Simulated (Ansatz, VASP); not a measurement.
One calculation of AlP, two programs

```
CELL_PARAMETERS angstrom
0.00000 2.72550 2.72550
2.72550 0.00000 2.72550
2.72550 2.72550 0.00000
ATOMIC_POSITIONS crystal
Al 0.00000 0.00000 0.00000
P 0.75000 0.75000 0.75000
```

Alike in both runs: task single point; functional revPBE; k mesh 6 × 6 × 6; no spin polarisation.

|  | VASP | Ansatz |
| --- | --- | --- |
| version | VASP 6.6.1 | Ansatz 0.2.0 |
| potentials or method | VASP PAW PBE potentials, release 64 (Al, P), cutoff 500 eV | plane waves, PAW |
| occupations | gaussian, width 0.01 eV | fixed |
| valence electrons in the cell | 8 | 8 |

Ansatz gave:

| Property | Result |
| --- | --- |
| pressure (GPa) | 4.1 |

What did VASP give for the same quantities?

Pressure (GPa): 3.8.

VASP's potentials were made for PBE, not for revPBE.
